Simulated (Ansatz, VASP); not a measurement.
# One calculation of MgI2, two programs

```
I Mg
1.0
     4.13111    0.00000    0.00000
    -2.06555    3.57764    0.00000
     0.00000    0.00000   24.22651
I Mg
4 2
Direct
  0.33333 0.66667 0.18575
  0.66667 0.33333 0.32457
  0.11111 0.22222 0.48266
  0.44444 0.88889 0.62149
  0.00000 0.00000 0.25516
  0.77778 0.55556 0.55208
```

Alike in both runs: task single point; functional PBE; dispersion D3(BJ); k mesh 9 × 9 × 1; occupations gaussian, width 0.05 eV; no spin polarisation.

```csv
,VASP,Ansatz
version,VASP 6.6.1,Ansatz 0.2.0
potentials or method,"VASP PAW PBE potentials, release 64 (I, Mg), cutoff 520 eV","scalar-relativistic, plane waves, PAW"
valence electrons in the cell,32,88
```

```tsv
	VASP	Ansatz	Ansatz less VASP
gap on the k mesh at the Fermi level (eV)	3.53	3.55	+0.017
least direct gap on the mesh (eV)	3.91	3.93	+0.014
rms of the force components (eV/Å)	0.010	0.012	+0.0017
```

VASP's potentials hold 32 valence electrons a cell and Ansatz's 88, so a difference there can come from the potentials and not from the codes.

Neither program's run includes spin-orbit coupling.
